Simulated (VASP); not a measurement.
# C (Fmmm) in VASP: a series of runs, part 2 of 2

VASP 6.6.1.

### Step 5. Single point, PBEsol+D3(BJ) (atoms shifted along a free coordinate)

Input file INCAR:

```
SYSTEM = C
  PREC = Accurate
  ENCUT = 520
  EDIFF = 1E-6
  ISMEAR = 0
  SIGMA = 0.03
  LREAL = .False.
  LASPH = .True.
  NELM = 100
  ALGO = Normal
  ISIF = 2
  LWAVE = .False.
  LCHARG = .True.
  GGA = PS
  IVDW = 12
  LELF = .True.
  LVHAR = .True.
  NBANDS = 11
```

Input file KPOINTS:

```
Automatic mesh
0
Gamma
  16 16 16
  0 0 0
```

Input file POSCAR:

```
C
1.0
    0.0000000000      2.1467349466      3.3536616560
    1.2402383360      0.0000000000      3.3536616560
    1.2402383360      2.1467349466      0.0000000000
C
2
Direct
    0.2019510748      0.7980489252      0.2019510748
    0.7980489252      0.2019510748      0.7980489252
```

Started as:

```console
> cat potpaw_PBE.64/C/POTCAR > POTCAR
> mpirun -np 1 vasp_std > vasp.out
```

Wall time 74 s (1 thread of AMD EPYC 9R45 (Zen 5), shared host); peak memory 0.19 GiB.

Results (log left out):

```
Free energy                : -17.8382 eV
Pressure                   : 18.3 GPa
Largest force              : 7.793 eV/Å
Band gap on the k mesh     : zero (bands 4 and 5 overlap by 2.20 eV)
Dispersion energy per atom : -0.112 eV
```

Forces on the atoms (eV/Å):
```
C    0.000 -7.793  0.000
C    0.000  7.793  0.000
```

Stress tensor (GPa, compression positive):
```
50.16  0.00  0.00
 0.00  5.32  0.00
 0.00  0.00 -0.70
```

Levels at points of the mesh, in eV from the Fermi level:
```
           k point  band 1  band 2  band 3  band 4  band 5  band 6  band 7  band 8  band 9
(0.00, 0.00, 0.00)  -19.88   -7.31   -6.94    1.69    2.60    4.03   11.30   12.26   13.89
(0.50, 0.00, 0.00)  -14.56  -14.51   -4.78   -1.90   -0.09    4.52   12.37   12.66   19.24
(0.50, 0.50, 0.00)  -19.58   -8.90   -7.34    1.81    2.66    9.86   11.61   11.91   13.66
(0.50, 0.00, 0.50)  -15.35  -11.73   -9.03   -3.66    5.86    6.55   10.62   11.66   15.08
(0.00, 0.50, 0.50)  -15.12  -11.52   -9.07   -4.91    3.56    6.15   12.18   15.76   16.50
```

Caveat: the cell differs from its parent crystal (atoms shifted along a free coordinate); the cell stands under pressure; the PAW data sets were made with another functional, which shifts forces and pressure a little.

### Step 6. Single point, PBEsol+D3(BJ) (atoms shifted along a free coordinate)

Input file INCAR:

```
SYSTEM = C
PREC     = Accurate       ! precision mode
ENCUT    = 520            ! plane-wave cutoff, eV
EDIFF    = 1E-7           ! SCF threshold, eV
ISMEAR   = 0              ! smearing method
SIGMA    = 0.03           ! smearing width, eV
LREAL    = .FALSE.        ! projectors in reciprocal space
LASPH    = .TRUE.         ! aspherical terms in the spheres
NELM     = 60             ! most SCF steps
ALGO     = Normal         ! electronic algorithm
ISIF     = 2              ! what is computed and relaxed
LWAVE    = .FALSE.        ! write WAVECAR
LCHARG   = .TRUE.         ! write CHGCAR
GGA      = PS             ! functional
IVDW     = 12             ! dispersion correction
LELF     = .TRUE.         ! ELF
LVHAR    = .TRUE.       
NBANDS   = 11             ! bands
```

Input file KPOINTS:

```
Automatic mesh
0
G
  16 16 16
  0 0 0
```

Input file POSCAR:

```
C
1.0
    0.0000000000      2.1467349466      3.3536616560
    1.2402383360      0.0000000000      3.3536616560
    1.2402383360      2.1467349466      0.0000000000
C
2
Direct
    0.1902029221      0.8097970779      0.1902029221
    0.8097970779      0.1902029221      0.8097970779
```

Potentials or basis: VASP PAW PBE potentials, release 64 (C).

Started as:

```console
> cat potpaw_PBE.64/C/POTCAR > POTCAR
> mpirun -np 1 vasp_std > vasp.out
```

OUTCAR:

```text
SYSTEM = C
   PREC = Accurate
   ENCUT = 520
   EDIFF = 1E-7
   ISMEAR = 0
   LREAL = .FALSE.
   LASPH = .TRUE.
   NELM = 60
   ISIF = 2
   GGA = PS
   IVDW = 12
 IVDW          = 12

 ion  position               nearest neighbor table
   1  0.190  0.810  0.190-   2 1.34   2 1.34   2 1.63
   2  0.810  0.190  0.810-   1 1.34   1 1.34   1 1.63

  LATTYP: Found a face centered orthorhombic cell.
 ALAT       =     2.4804766720
 B/A-ratio  =     1.7309051690
 C/A-ratio  =     2.7040461165

  Lattice vectors:

 A1 = (   0.0000000000,   2.1467349466,   3.3536616560)
 A2 = (   1.2402383360,   0.0000000000,   3.3536616560)
 A3 = (   1.2402383360,   2.1467349466,   0.0000000000)

Analysis of symmetry for initial positions (statically):
=====================================================================
 Subroutine PRICEL returns:
 Original cell was already a primitive cell.

 Routine SETGRP: Setting up the symmetry group for a
 face centered orthorhombic supercell.

 Subroutine GETGRP returns: Found  8 space group operations
 (whereof  8 operations were pure point group operations)
 out of a pool of  8 trial point group operations.

The static configuration has the point symmetry D_2h.

Analysis of symmetry for dynamics (positions and initial velocities):
=====================================================================
 Subroutine PRICEL returns:
 Original cell was already a primitive cell.

 Routine SETGRP: Setting up the symmetry group for a
 face centered orthorhombic supercell.

 Subroutine GETGRP returns: Found  8 space group operations
 (whereof  8 operations were pure point group operations)
 out of a pool of  8 trial point group operations.

The dynamic configuration has the point symmetry D_2h.

 Subroutine INISYM returns: Found  8 space group operations
 (whereof  8 operations are pure point group operations),
 and found     1 'primitive' translations

----------------------------------------------------------------------------------------
[... 121 lines left out ...]
   IVDW    =    12    specifies the selected vdW correction
   LEPSILON=     F    determine dielectric tensor
   LRPA    =     F    only Hartree local field effects (RPA)
 non-spin polarized calculation
 Gauss-broadening in eV      SIGMA  =   0.03
  energy-cutoff  :      520.00
  volume of cell :       17.86
 maximum number of plane-waves:       500
 NGX is ok and might be reduce to    30
   NGX = 15   NGY = 13   NGZ =  9

 number of electron       8.0000001 magnetization

 Free energy of the ion-electron system (eV)
  ---------------------------------------------------
  ext. energy  EPLUGINS =         0.00000000
  ---------------------------------------------------
  free energy    TOTEN  =       -18.39914668 eV

  energy without entropy =      -18.39909702  energy(sigma->0) =      -18.39912185

 E-fermi :   4.6039     XC(G=0): -10.4918

 val. band max:        4.5528932314   @ k =   0.4375  -0.2500   0.3125
 cond. band min:       4.6061341689   @ k =   0.5000  -0.1875   0.3125
 fundamental gap:      0.0532409375
 Fermi energy:         4.6039127038

 k-point     1 :       0.0000    0.0000    0.0000
  band No.  band energies     occupation
      1     -15.0496      2.00000
      2      -2.0670      2.00000
      3      -1.3012      2.00000
      4       4.7701      0.00000
      5       8.6597      0.00000
      6       8.9307      0.00000
      7      15.8652      0.00000
      8      16.7379      0.00000
      9      16.9929      0.00000
     10      26.0167      0.00000
     11      29.6264      0.00000
[... 309 lines left out ...]
 k-point    24 :      -0.0625    0.0625    0.0000
  band No.  band energies     occupation
      1     -14.6919      2.00000
      2      -2.1271      2.00000
      3      -1.6368      2.00000
      4       3.3889      2.00000
      5       9.0279      0.00000
      6       9.9288      0.00000
      7      14.3628      0.00000
      8      17.1086      0.00000
      9      17.9795      0.00000
     10      27.3212      0.00000
     11      27.3570      0.00000

 [... further k-points ...]

------------------------ aborting loop because EDIFF is reached ----------------------------------------

 Edisp (eV)   -0.22127

 E8    (eV) :    -0.1076

  FORCE on cell =-STRESS in cart. coord.  units (eV):
  Direction    XX          YY          ZZ          XY          YZ          ZX
  --------------------------------------------------------------------------------------
  -------------------------------------------------------------------------------------
  Total       3.04250    -0.74672    -0.04521     0.00000     0.00000     0.00000
  in kB     272.96580   -66.99391    -4.05656     0.00000     0.00000     0.00000
  external pressure =       67.31 kB  Pullay stress =        0.00 kB

 VOLUME and BASIS-vectors are now :
 -----------------------------------------------------------------------------
  energy-cutoff  :      520.00
  volume of cell :       17.86
      direct lattice vectors                 reciprocal lattice vectors
     0.000000000  2.146734947  3.353661656    -0.403148319  0.232911846  0.149090770
     1.240238336  0.000000000  3.353661656     0.403148319 -0.232911846  0.149090770
     1.240238336  2.146734947  0.000000000     0.403148319  0.232911846 -0.149090770

 POSITION                                       TOTAL-FORCE (eV/Angst)
 -----------------------------------------------------------------------------------
      1.24024      0.81663      3.35366         0.000000     -7.551254      0.000000
      1.24024      3.47684      3.35366         0.000000      7.551254      0.000000
 -----------------------------------------------------------------------------------
    total drift:                                0.000000      0.000000      0.000000

  FREE ENERGIE OF THE ION-ELECTRON SYSTEM (eV)
  ---------------------------------------------------
  free  energy   TOTEN  =       -18.6204189143 eV

  energy  without entropy=      -18.6203692478  energy(sigma->0) =      -18.62039408
```

OSZICAR:

```text
N       E                     dE             d eps       ncg     rms          rms(c)
DAV:   1     0.137366860230E+01    0.13737E+01   -0.42204E+03 14001   0.653E+02
DAV:   2    -0.191770057110E+02   -0.20551E+02   -0.19969E+02 17953   0.122E+02
DAV:   3    -0.196434169304E+02   -0.46641E+00   -0.46569E+00 17009   0.149E+01
DAV:   4    -0.196451153098E+02   -0.16984E-02   -0.16983E-02 16157   0.111E+00
DAV:   5    -0.196451221871E+02   -0.68773E-05   -0.68772E-05 17161   0.626E-02    0.661E+00
DAV:   6    -0.186885244624E+02    0.95660E+00   -0.82663E-01 15744   0.542E+00    0.377E+00
DAV:   7    -0.183971292913E+02    0.29140E+00   -0.86633E-01 16137   0.564E+00    0.101E+00
DAV:   8    -0.183994766575E+02   -0.23474E-02   -0.24918E-02 15198   0.102E+00    0.107E-01
DAV:   9    -0.183990877286E+02    0.38893E-03   -0.10599E-03 16318   0.207E-01    0.565E-02
DAV:  10    -0.183991428464E+02   -0.55118E-04   -0.94049E-05 15572   0.687E-02    0.283E-02
DAV:  11    -0.183991464896E+02   -0.36432E-05   -0.79747E-06 16327   0.176E-02    0.381E-03
DAV:  12    -0.183991466241E+02   -0.13451E-06   -0.37255E-07 15648   0.448E-03    0.797E-04
DAV:  13    -0.183991466837E+02   -0.59612E-07   -0.35900E-08 15924   0.127E-03
   1 F= -.18620419E+02 E0= -.18620394E+02  d E =-.496666E-04
```

Run time: 78 s. Hardware: 1 thread of AMD EPYC 9R45 (Zen 5), shared host; peak memory 0.19 GiB.

What came out:

* Free energy: -18.6204 eV
* Pressure: 6.7 GPa
* Largest force: 7.551 eV/Å
* Band gap on the k mesh: zero (bands 4 and 5 overlap by 0.41 eV)
* Dispersion energy per atom: -0.111 eV

Forces in eV/Å, atoms in the order of the input:
```
C    0.000 -7.551  0.000
C    0.000  7.551  0.000
```

Caveat: the cell differs from its parent crystal (atoms shifted along a free coordinate); the cell stands under pressure; the PAW data sets were made with another functional, which shifts forces and pressure a little.

### Step 7. The runs side by side

| cell | gap on the mesh (eV) | pressure (GPa) | largest force (eV/Å) |
| --- | --- | --- | --- |
| as given, atomic positions A | none | -1.9 | 5.82 |
| as given, atomic positions B | none | 47.7 | 25.01 |
| as given, atomic positions C | - | -2.9 | 4.58 |
| as given, atomic positions D | none | 18.3 | 7.79 |
| as given, atomic positions E | none | 6.7 | 7.55 |

Alike in all rows: task single point; level PBEsol+D3(BJ); potentials or basis VASP PAW PBE potentials, release 64 (C); no spin polarisation; k mesh 16 × 16 × 16; cutoff (eV) 520; smearing gaussian 0.03 eV.

Caveats: the PAW data sets were made with another functional, which shifts forces and pressure a little; the cell stands under pressure (at least some runs).

Total energies depend on the potentials used, so only differences within one code and one set of settings carry meaning.
